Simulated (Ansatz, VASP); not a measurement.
## Ca: VASP beside Ansatz

The input INCAR:

```
PREC     = Accurate       # precision mode
ENCUT    = 600            # plane-wave cutoff, eV
EDIFF    = 1E-6           # SCF threshold, eV
ISMEAR   = -1             # smearing method
SIGMA    = 0.1            # smearing width, eV
LREAL    = F              # projectors in reciprocal space
LASPH    = T              # aspherical terms in the spheres
NELM     = 60             # most SCF steps
ALGO     = Normal         # electronic algorithm
ISIF     = 3              # what is computed and relaxed
LWAVE    = F              # write WAVECAR
LCHARG   = F              # write CHGCAR
GGA      = PS             # functional
IBRION   = 2              # ionic algorithm
NSW      = 80             # ionic steps
EDIFFG   = -0.01          # ionic threshold
```

File KPOINTS:

```
regular mesh
0
Gamma
  7 7 7
```

Contents of POSCAR:

```
Ca
1.0
    0.0000000000      3.8908582557      3.8908582557
    3.8908582557      0.0000000000      3.8908582557
    3.8908582557      3.8908582557      0.0000000000
Ca
2
Direct
    0.1250000000      0.1250000000      0.1250000000
    0.8750000000      0.8750000000      0.8750000000
```

Input for Ansatz:

```yaml
crystal:
  lattice:
    - [0.0, 3.8908582557, 3.8908582557]
    - [3.8908582557, 0.0, 3.8908582557]
    - [3.8908582557, 3.8908582557, 0.0]
  atoms:
    - { symbol: Ca, position: [0.125, 0.125, 0.125] }
    - { symbol: Ca, position: [0.875, 0.875, 0.875] }
hamiltonian:
  xc: pbesol
  pseudopotentials:
    kind: paw
    azcp:
      Ca: "pseudopotentials/Ca.paw.azcp"
basis:
  ecutwfc: 420
  fft_grid_basis: typed
kpoints:
  mp_grid: { grid: [7, 7, 7], shift: [0, 0, 0] }
magnetization:
  spin_polarized: false
scf:
  occupations: { method: fermi_dirac, width: 0.1 }
relax:
  max_steps: 60
  f_tol: 0.01
  cell: {}
output:
  write_density: true
  write_potential: true
  elf: true
  volumetric_format: npy
```

Alike in both runs: task relaxation of cell and atoms; functional PBEsol; k mesh 7 × 7 × 7; occupations fermi-dirac, width 0.1 eV; no spin polarisation.

```csv
,VASP,Ansatz
version,VASP 6.6.1,Ansatz 0.2.0
potentials or method,"VASP PAW PBE potentials, release 64 (Ca_sv), cutoff 600 eV","plane waves (420 eV) with PAW, scalar-relativistic"
valence electrons in the cell,20,20
```

```tsv
	VASP	Ansatz	Ansatz less VASP
relaxed volume (Å³/atom)	74.71	74.34	-0.367
relaxed cell length with the largest relative difference (Å)	5.956	5.947	-0.0098
```

VASP's potentials were made for PBE, not for PBEsol, and Ansatz warns of the same on its side.

Noted on VASP's run: the volume moved by over 15 % at a fixed basis, so the end points are rough.
